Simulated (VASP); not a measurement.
Set up this calculation in VASP 6.6.1, as the native input.

```yaml
Task: single point
Functional: PBEsol
Potentials_or_basis: VASP PAW PBE potentials, release 64 (Zn, S)
Cutoff: 520 eV
k_mesh: 9 × 9 × 6
Occupations: gaussian, width 0.02 eV
Spin: no spin polarisation
Dipole_correction: no
Further_INCAR_settings: ALGO = Normal; EDIFF = 1e-06; NBANDS = 26
```

The structure of ZnS (sol) lies in POSCAR:

```
ZnS
1.0
    3.7822376623      0.0000000000      0.0000000000
   -1.8911188312      3.2755138987      0.0000000000
    0.0000000000      0.0000000000      6.2081819577
Zn S
2 2
Direct
    0.3333333333      0.6666666667      0.0004376489
    0.6666666667      0.3333333333      0.5004376489
    0.3333333333      0.6666666667      0.3745623511
    0.6666666667      0.3333333333      0.8745623511
```

The input as run:

INCAR

```
PREC = Accurate
ENCUT = 520
EDIFF = 1E-6
ISMEAR = 0
SIGMA = 0.02
LREAL = F
LASPH = T
NELM = 60
ALGO = Normal
ISIF = 2
LWAVE = F
LCHARG = T
GGA = PS
LELF = T
LVHAR = T
NBANDS = 26
```

KPOINTS

```
regular mesh
0
Gamma
  9 9 6
```

Potentials or basis: VASP PAW PBE potentials, release 64 (Zn, S).

The run is started by

```sh
$ cat potpaw_PBE.64/Zn/POTCAR potpaw_PBE.64/S/POTCAR > POTCAR
$ mpirun -np 1 vasp_std > vasp.out
```

Results of the run:

The pressure is 0.2 GPa and the band gap on the k mesh is 2.16 eV, direct.

Caveat: the PAW data sets were made with another functional, which shifts forces and pressure a little.

It took 44 s on 1 thread of AMD EPYC 9R45 96-Core Processor (Zen 5), on a shared host, peak memory 0.2 GiB.
